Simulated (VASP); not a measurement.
# Sb (Fd-3m) in VASP: further runs, part 2 of 2

VASP 6.6.1.

## Step 5: Single point, r2SCAN

This run uses another cell than the first one, of 41.93 Å³/atom.

POSCAR

```
Sb
1.0
    0.0000000000      3.4741300375      3.4741300375
    3.4741300375      0.0000000000      3.4741300375
    3.4741300375      3.4741300375      0.0000000000
Sb
2
Direct
    0.1250000000      0.1250000000      0.1250000000
    0.8750000000      0.8750000000      0.8750000000
```

INCAR.step1

```
PREC = Accurate ; ENCUT = 550
ISMEAR = -1 ; SIGMA = 0.1
LREAL = F ; LASPH = T
NELM = 120 ; NBANDS = 12
GGA = PE ; ALGO = Normal
EDIFF = 1E-5 ; LWAVE = T
LCHARG = F ; GGA_COMPAT = F
```

INCAR.step2

```
PREC = Accurate ; ENCUT = 550
EDIFF = 1E-6 ; ISMEAR = -1
SIGMA = 0.1 ; LREAL = F
LASPH = T ; NELM = 120
ALGO = Normal ; ISIF = 2
LWAVE = F ; LCHARG = F
METAGGA = R2SCAN ; LMIXTAU = T
NBANDS = 12 ; ISTART = 1
GGA_COMPAT = F
```

KPOINTS

```
regular mesh
0
Gamma
  13 13 13
```

Potentials or basis: VASP PAW PBE potentials, release 64 (Sb).

Started as:

```sh
> cat potpaw_PBE.64/Sb/POTCAR > POTCAR
> cp INCAR.step1 INCAR
> mpirun -np 1 vasp_std > vasp.out
> cp INCAR.step2 INCAR
> mpirun -np 1 vasp_std > vasp.out
```

OUTCAR:

```text
PREC = Accurate
   ENCUT = 550
   EDIFF = 1E-6
   ISMEAR = -1
   LREAL = F
   LASPH = T
   NELM = 120
   ISIF = 2
   METAGGA = R2SCAN
   ISTART = 1

 ion  position               nearest neighbor table
   1  0.125  0.125  0.125-   2 3.01   2 3.01   2 3.01   2 3.01
   2  0.875  0.875  0.875-   1 3.01   1 3.01   1 3.01   1 3.01

  LATTYP: Found a face centered cubic cell.
 ALAT       =     6.9482600750

  Lattice vectors:

 A1 = (   0.0000000000,   3.4741300375,   3.4741300375)
 A2 = (   3.4741300375,   0.0000000000,   3.4741300375)
 A3 = (   3.4741300375,   3.4741300375,   0.0000000000)

Analysis of symmetry for initial positions (statically):
=====================================================================
 Subroutine PRICEL returns:
 Original cell was already a primitive cell.

 Routine SETGRP: Setting up the symmetry group for a
 face centered cubic supercell.

 Subroutine GETGRP returns: Found 48 space group operations
 (whereof 12 operations were pure point group operations)
 out of a pool of 48 trial point group operations.

The static configuration has the point symmetry D_3d.
 The point group associated with its full space group is O_h .

Analysis of symmetry for dynamics (positions and initial velocities):
=====================================================================
 Subroutine PRICEL returns:
 Original cell was already a primitive cell.

 Routine SETGRP: Setting up the symmetry group for a
 face centered cubic supercell.

 Subroutine GETGRP returns: Found 48 space group operations
 (whereof 12 operations were pure point group operations)
 out of a pool of 48 trial point group operations.

The dynamic configuration has the point symmetry D_3d.
 The point group associated with its full space group is O_h .

 Subroutine INISYM returns: Found 48 space group operations
 (whereof 12 operations are pure point group operations),
 and found     1 'primitive' translations

[... 117 lines left out ...]
  Thomas-Fermi vector in A             =   1.914094
   LORBIT       =      0    0 simple, 1 ext, 2 COOP (PROOUT), +10 PAW based schemes
   METAGGA = R2SCAN    functional components
   LHFCALC =     F    Hartree Fock is set to
   AEXX    =    0.0000 exact exchange contribution
   IVDW    =     0    specifies the selected vdW correction
   LEPSILON=     F    determine dielectric tensor
   LRPA    =     F    only Hartree local field effects (RPA)
 non-spin polarized calculation
  energy-cutoff  :      550.00
  volume of cell :       83.86
 maximum number of plane-waves:      2482
 NGX is ok and might be reduce to    40
   NGX = 19   NGY = 19   NGZ = 19

 number of electron       9.9999999 magnetization

 Free energy of the ion-electron system (eV)
  ---------------------------------------------------
  ext. energy  EPLUGINS =         0.00000000
  ---------------------------------------------------
  free energy    TOTEN  =       -50.65811401 eV

  energy without entropy =      -50.62398169  energy(sigma->0) =      -50.64104785

 E-fermi :   3.9834     XC(G=0):  -8.3610

 val. band max:        3.8227741289   @ k =   0.3846   0.3077   0.0769
 cond. band min:       3.9953283217   @ k =  -0.2308   0.3846   0.1538
 fundamental gap:      0.1725541928
 Fermi energy:         3.9833757861

 k-point     1 :       0.0000    0.0000    0.0000
  band No.  band energies     occupation
      1      -8.1599      2.00000
      2      -1.3890      2.00000
      3       1.9842      2.00000
      4       1.9842      2.00000
      5       1.9842      2.00000
      6       4.4485      0.01892
      7       4.4485      0.01892
      8       4.4485      0.01892
      9       8.2219      0.00000
     10      10.6240      0.00000
     11      10.6240      0.00000
     12      11.8975      0.00000
[... 331 lines left out ...]
 k-point    24 :       0.4615    0.1538    0.0000
  band No.  band energies     occupation
      1      -6.9963      2.00000
      2      -4.4132      2.00000
      3       0.3590      2.00000
      4       0.9021      2.00000
      5       2.8903      1.99996
      6       5.1950      0.00001
      7       6.1708      0.00000
      8       7.1741      0.00000
      9      10.1602      0.00000
     10      10.2320      0.00000
     11      11.5465      0.00000
     12      11.5935      0.00000

 [... further k-points ...]
[... 5 lines left out ...]
  --------------------------------------------------------------------------------------
  -------------------------------------------------------------------------------------
  Total       -0.0561738     -0.0561738     -0.0561738      0.0000000      0.0000000      0.0000000
  in kB       -1.0731882     -1.0731882     -1.0731882      0.0000000      0.0000000      0.0000000
  external PRESSURE =      -1.0731882 kB  Pullay stress =       0.0000000 kB

 VOLUME and BASIS-vectors are now :
 -----------------------------------------------------------------------------
  energy-cutoff  :      550.00
  volume of cell :       83.86
      direct lattice vectors                 reciprocal lattice vectors
     0.000000000  3.474130038  3.474130038    -0.143920923  0.143920923  0.143920923
     3.474130038  0.000000000  3.474130038     0.143920923 -0.143920923  0.143920923
     3.474130038  3.474130038  0.000000000     0.143920923  0.143920923 -0.143920923

 POSITION                                       TOTAL-FORCE (eV/Angst)
 -----------------------------------------------------------------------------------
      0.86853      0.86853      0.86853         0.000000     -0.000000      0.000000
      6.07973      6.07973      6.07973        -0.000000      0.000000     -0.000000
 -----------------------------------------------------------------------------------
    total drift:                                0.000000      0.000000     -0.000000

  FREE ENERGIE OF THE ION-ELECTRON SYSTEM (eV)
  ---------------------------------------------------
  free  energy   TOTEN  =       -50.6581140090 eV

  energy  without entropy=      -50.6239816945  energy(sigma->0) =      -50.64104785
```

Run time: 2.8 min. Hardware: 1 thread of AMD EPYC 9R45 (Zen 5), shared host; peak memory 0.26 GiB.

What came out:

| Quantity | Value |
| --- | --- |
| Free energy | -50.6581 eV |
| Pressure | -0.1 GPa |
| Band gap on the k mesh | zero (bands 5 and 6 overlap by 1.00 eV) |

Levels at points of the mesh, in eV from the Fermi level:
| k point | band 3 | band 4 | band 5 | band 6 | band 7 | band 8 |
| --- | --- | --- | --- | --- | --- | --- |
| (0.00, 0.00, 0.00) | -2.00 | -2.00 | -2.00 | 0.47 | 0.47 | 0.47 |

Caveat: the PAW data sets were made with another functional, which shifts forces and pressure a little; spin-orbit coupling is left out, which moves the levels of the heavy elements.

## Step 6: The runs side by side

```tsv
cell	k mesh	gap on the mesh (eV)	pressure (GPa)
a = 4.978 Å, angles 60.0°, 2 atoms	9 × 9 × 9	none	-1.2
a = 5.041 Å, angles 60.0°, 2 atoms	9 × 9 × 9	none	-2.3
a = 5.102 Å, angles 60.0°, 2 atoms	9 × 9 × 9	none	-3.1
a = 4.913 Å, angles 60.0°, 2 atoms	13 × 13 × 13	none	-0.1
```

Alike in all rows: task single point; level r2SCAN; potentials or basis VASP PAW PBE potentials, release 64 (Sb); no spin polarisation; cutoff (eV) 550; smearing fermi-dirac 0.1 eV.

Caveats: the PAW data sets were made with another functional, which shifts forces and pressure a little; spin-orbit coupling is left out, which moves the levels of the heavy elements; the cell stands under tension (at least some runs).

Total energies depend on the potentials used, so only differences within one code and one set of settings carry meaning.
